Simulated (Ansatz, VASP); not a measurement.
Hf in VASP and in Ansatz

INCAR

```
SYSTEM = Hf
ALGO = Normal ; EDIFF = 1E-6
ENCUT = 500 ; GGA = PS
GGA_COMPAT = .FALSE. ; ISIF = 2
ISMEAR = 0 ; LASPH = .TRUE.
LCHARG = .FALSE. ; LREAL = .FALSE.
LWAVE = .FALSE. ; NBANDS = 11
NELM = 120 ; PREC = Accurate
SIGMA = 0.15
```

KPOINTS

```
k-points
0
G
  20 20 20
  0 0 0
```

POSCAR

```
Hf
1.0
   -0.7018936121      1.9302074332      1.9302074332
    1.9302074332     -0.7018936121      1.9302074332
    1.9302074332      1.9302074332     -0.7018936121
Hf
1
Direct
    0.0000000000      0.0000000000      0.0000000000
```

Input for Ansatz:

```yaml
crystal:
  lattice:
    - [-0.7018936121, 1.9302074332, 1.9302074332]
    - [1.9302074332, -0.7018936121, 1.9302074332]
    - [1.9302074332, 1.9302074332, -0.7018936121]
  atoms:
    - { symbol: Hf, position: [0.0, 0.0, 0.0] }
basis:
  ecutwfc: 420
kpoints:
  mp_grid: { grid: [20, 20, 20] }
hamiltonian:
  xc: pbesol
scf:
  occupations: { method: gaussian, width: 0.15 }
output:
  forces: true
  stress: true
  eigenvalues: true
```

Alike in both runs: task single point; functional PBEsol; k mesh 20 × 20 × 20; occupations gaussian, width 0.15 eV; no spin polarisation.

|  | VASP | Ansatz |
| --- | --- | --- |
| version | VASP 6.6.1 | Ansatz 0.2.0 |
| potentials or method | VASP PAW PBE potentials, release 64 (Hf_pv), cutoff 500 eV | scalar-relativistic, plane waves, PAW |
| valence electrons in the cell | 10 | 26 |

Ansatz gave:

- gap on the k mesh at the Fermi level (eV): none
- pressure (GPa): 4.5
- traceless stress, the component that is largest in VASP (GPa): 6.56

Problem. Estimate VASP's values.

Solution. gap on the k mesh at the Fermi level (eV): none; pressure (GPa): 4.2; traceless stress, the component that is largest in VASP (GPa): 6.52.

VASP's potentials were made for PBE, not for PBEsol. A gap of «none» marks a metal or a gap that the smearing closes. VASP's potentials hold 10 valence electrons a cell and Ansatz's 26, so a difference there can come from the potentials and not from the codes.

Neither program's run includes spin-orbit coupling.
